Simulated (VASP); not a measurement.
A run of VASP 6.6.1:

File INCAR:

```
ALGO = Normal
EDIFF = 1E-6
ENCUT = 520
GGA = PS
ISIF = 2
ISMEAR = -1
ISPIN = 2
LASPH = T
LCHARG = F
LMAXMIX = 4
LORBIT = 11
LREAL = F
LWAVE = F
MAGMOM = 3.9 -3.9
NBANDS = 23
NELM = 150
PREC = Accurate
SIGMA = 0.1
```

Contents of KPOINTS:

```
k-points
0
Gamma
  10 10 10
```

POSCAR

```
Cr
1.0
    2.9688990000      0.0000000000      0.0000000000
    0.0000000000      2.9688990000      0.0000000000
    0.0000000000      0.0000000000      2.9688990000
Cr
2
Direct
    0.0000000000      0.0000000000      0.0000000000
    0.5000000000      0.5000000000      0.5000000000
```

Potentials or basis: VASP PAW PBE potentials, release 64 (Cr_pv).

The run is started by

```console
$ cat potpaw_PBE.64/Cr_pv/POTCAR > POTCAR
$ mpirun -np 1 vasp_std > vasp.out
```

Hardware: 1 thread of Intel Xeon 8259CL (shared host).

Q: Estimate the wall time of this run.

A: Run time: 59 s on 1 thread of Intel Xeon 8259CL, with other jobs on the host, peak memory 0.18 GiB. Counts: scf iterations 14, k points 56.
